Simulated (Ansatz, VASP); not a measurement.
**KCl: VASP beside Ansatz**

The input INCAR:

```
SYSTEM = KCl
PREC = Accurate ; ENCUT = 520
EDIFF = 1E-6 ; ISMEAR = -1
SIGMA = 0.05 ; LREAL = .FALSE.
LASPH = .TRUE. ; NELM = 100
ALGO = Normal ; ISIF = 2
LWAVE = .FALSE. ; LCHARG = .FALSE.
GGA = CA ; NBANDS = 15
```

KPOINTS

```
regular mesh
0
G
  7 7 7
  0 0 0
```

Contents of POSCAR:

```
KCl
1.0
    3.9144934694      0.0000000000      0.0000000000
    0.0000000000      3.9144934694      0.0000000000
    0.0000000000      0.0000000000      3.9144934694
K Cl
1 1
Direct
    0.0000000000      0.0000000000      0.0000000000
    0.5000000000      0.5000000000      0.5000000000
```

input.yaml

```yaml
crystal:
  lattice:
    - [3.9144934694, 0.0, 0.0]
    - [0.0, 3.9144934694, 0.0]
    - [0.0, 0.0, 3.9144934694]
  atoms:
    - { symbol: K, position: [0.0, 0.0, 0.0] }
    - { symbol: Cl, position: [0.5, 0.5, 0.5] }
kpoints:
  mp_grid: { grid: [7, 7, 7] }
scf:
  occupations: { method: fermi_dirac, width: 0.05 }
hamiltonian:
  xc: lda
  pseudopotentials: { kind: all_electron, lapw: { basis_error: 0.001 } }
output:
  forces: true
  stress: true
  eigenvalues: true
```

Change from the starting cell: volume scaled by 1.06.

Alike in both runs: task single point; functional LDA; k mesh 7 × 7 × 7; occupations fermi-dirac, width 0.05 eV; no spin polarisation.

|  | VASP | Ansatz |
| --- | --- | --- |
| version | VASP 6.6.1 | Ansatz 0.2.0 |
| potentials or method | VASP PAW LDA potentials, release 64 (K_sv, Cl), cutoff 520 eV | all-electron LAPW, scalar-relativistic |

Ansatz gave:

```
gap on the k mesh at the Fermi level (eV) : 4.16
least direct gap on the mesh (eV)         : 4.34
pressure (GPa)                            : -3.7
```

What did VASP give for the same quantities?

gap on the k mesh at the Fermi level (eV): 4.17; least direct gap on the mesh (eV): 4.35; pressure (GPa): -3.7.

LDA's correlation is that of Perdew and Zunger in VASP and of Perdew and Wang (1992) in Ansatz. Ansatz ran all-electron here, and VASP with PAW potentials.
